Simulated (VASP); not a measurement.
A run of VASP 6.6.1 is set up as follows.

Contents of INCAR:

```
PREC     = Accurate       # precision mode
ENCUT    = 1340           # plane-wave cutoff, eV
EDIFF    = 1E-6           # SCF threshold, eV
ISMEAR   = 0              # smearing method
SIGMA    = 0.01           # smearing width, eV
LREAL    = F              # projectors in reciprocal space
LASPH    = T              # aspherical terms in the spheres
NELM     = 120            # most SCF steps
ALGO     = Normal         # electronic algorithm
ISIF     = 2              # what is computed and relaxed
LWAVE    = F              # write WAVECAR
LCHARG   = T              # write CHGCAR
GGA      = PE             # functional
LELF     = T              # ELF
LVHAR    = T            
NBANDS   = 26             # bands
GGA_COMPAT= F
```

The input KPOINTS:

```
regular mesh
0
Gamma
  12 12 6
```

File POSCAR:

```
ZnO
1.0
    2.9768605358      0.0000000000      0.0000000000
   -1.4884302679      2.5780368475      0.0000000000
    0.0000000000      0.0000000000      5.1256341728
Zn O
2 2
Direct
    0.0000000000      0.0000000000      0.0000000000
    0.0000000000      0.0000000000      0.5000000000
    0.3333333333      0.6666666667      0.2500000000
    0.6666666667      0.3333333333      0.7500000000
```

Potentials or basis: VASP PAW PBE potentials, release 64 (Zn, O_h).

Launch:

```bash
$ cat potpaw_PBE.64/Zn/POTCAR potpaw_PBE.64/O_h/POTCAR > POTCAR
$ mpirun -np 1 vasp_std > vasp.out
```

Problem. What does it give for the pressure?

Solution. 8.9 GPa.

Problem. Estimate the band gap on the k mesh.

Solution. 0.73 eV.

Stress tensor (GPa, compression positive):
```
8.76 0.00 0.00
0.00 8.76 0.00
0.00 0.00 9.29
```

Caveat: the cell stands under pressure; semilocal functionals underestimate gaps, and a narrow one can read as zero.
